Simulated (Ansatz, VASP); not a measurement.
One calculation of Ni, two programs

```
Ni
1.0
     2.44802    0.00000    0.00000
    -1.22401    2.12005    0.00000
     0.00000    0.00000    4.07281
Ni
2
Direct
  0.66667 0.33333 0.75000
  0.33333 0.66667 0.25000
```

Alike in both runs: task single point; functional PBE; k mesh 10 × 10 × 6; occupations fermi-dirac, width 0.05 eV; collinear spin; fixed moment 1.5 μB.

```csv
,VASP,Ansatz
version,VASP 6.6.1,Ansatz 0.2.0
potentials or method,"VASP PAW PBE potentials, release 64 (Ni_sv_GW)",Ansatz PAW
plane-wave cutoff (eV),590,420
valence electrons in the cell,36,36
```

Ansatz gave:

- pressure (GPa): 7.9
- traceless stress, the component that is largest in VASP (GPa): -1.88
- net moment per atom (μB): 0.75
- size of the moment on the site where the two differ most (μB): 0.78

Q: Estimate VASP's values.

A: Pressure (GPa): 3.6; traceless stress, the component that is largest in VASP (GPa): -1.87; net moment per atom (μB): 0.75; size of the moment on the site where the two differ most (μB): 0.78.

Site moments also hang on the region over which each program counts them. One of these differences is far larger than is usual between the two programs; its cause wasn't traced.
